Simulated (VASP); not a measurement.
Wanted: the native input for a VASP 6.6.1 run.

| Quantity | Value |
| --- | --- |
| Task | single point |
| Functional | LDA |
| Potentials or basis | VASP PAW LDA potentials, release 64 (Sn_d, O) |
| Cutoff | 520 eV |
| k mesh | 6 × 6 × 6 |
| Occupations | gaussian, width 0.05 eV |
| Spin | no spin polarisation |
| Dipole correction | no |
| Further INCAR settings | ALGO = Normal; EDIFF = 1e-06; NBANDS = 64 |

The structure of SnO2 lies in POSCAR:

```
SnO2
1.0
    3.1662368403      1.8280276921      3.6859218470
   -3.1662368403      1.8280276921      3.6859218470
    0.0000000000     -3.6560553841      3.6859218470
Sn O
4 8
Direct
    0.8645353782      0.8645353782      0.8645353782
    0.3648691645      0.3648691645      0.8648751974
    0.3648691645      0.8648751974      0.3648691645
    0.8648751974      0.3648691645      0.3648691645
    0.1199116729      0.6196051221      0.6196051221
    0.6196051221      0.1199116729      0.6196051221
    0.6196051221      0.6196051221      0.1199116729
    0.6099370359      0.6099370359      0.6099370359
    0.1198492242      0.1198492242      0.1198492242
    0.1096932183      0.1096932183      0.6100024814
    0.1096932183      0.6100024814      0.1096932183
    0.6100024814      0.1096932183      0.1096932183
```

These files were run (other wordings do the same):

INCAR

```
PREC = Accurate
ENCUT = 520
EDIFF = 1E-6
ISMEAR = 0
SIGMA = 0.05
LREAL = F
LASPH = T
NELM = 80
ALGO = Normal
ISIF = 2
LWAVE = F
LCHARG = T
LELF = T
LVHAR = T
NBANDS = 64
```

KPOINTS

```
regular mesh
0
Gamma
  6 6 6
```

Potentials or basis: VASP PAW LDA potentials, release 64 (Sn_d, O).

Launch:

```console
$ cat potpaw_LDA.64/Sn_d/POTCAR potpaw_LDA.64/O/POTCAR > POTCAR
$ mpirun -np 1 vasp_std > vasp.out
```

Results of the run:

The pressure is 25.9 GPa and the largest force is 1.572 eV/Å. The band gap on the k mesh is 2.16 eV.

Caveat: the stress differs along the axes, from 19 to 29 GPa; spin-orbit coupling is left out, which moves the levels of the heavy elements; forces of over 1 eV/Å act on the atoms, so gaps and moduli don't describe the material at rest.

Run time: 4.8 min on 1 thread of Intel(R) Xeon(R) Platinum 8488C (Sapphire Rapids), on a shared host, peak memory 0.31 GiB.
